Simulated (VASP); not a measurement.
Runs of VASP 6.6.1 on Ag. The structure is that of space group Im-3m (No. 229), or close to it. The cells are those of the table. 

```tsv
cell	gap on the mesh (eV)	pressure (GPa)
a = 2.922, b = 2.814, c = 2.814 Å, angles 107.9, 109.5, 109.5°, 1 atom	none	-3.2
a = 2.886, b = 2.850, c = 2.850 Å, angles 109.0, 109.5, 109.5°, 1 atom	none	-3.4
a = 2.796, b = 2.940, c = 2.940 Å, angles 111.4, 109.5, 109.5°, 1 atom	none	(a)
a = 2.904, b = 2.832, c = 2.832 Å, angles 108.4, 109.5, 109.5°, 1 atom	none	-3.4
```

Alike in all rows: task single point; level r2SCAN; potentials or basis VASP PAW PBE potentials, release 64 (Ag); no spin polarisation; k mesh 20 × 20 × 20; cutoff (eV) 520; smearing gaussian 0.15 eV.

Problem. Fill in the values left out.

Solution. (a) -3.0.

Caveats: the PAW data sets were made with another functional, which shifts forces and pressure a little; the cell stands under tension (at least some runs).

A k mesh can miss the band edges, and the runs leave out spin-orbit coupling on Ag.

A gap of «none» marks levels without a gap at the run's occupations.
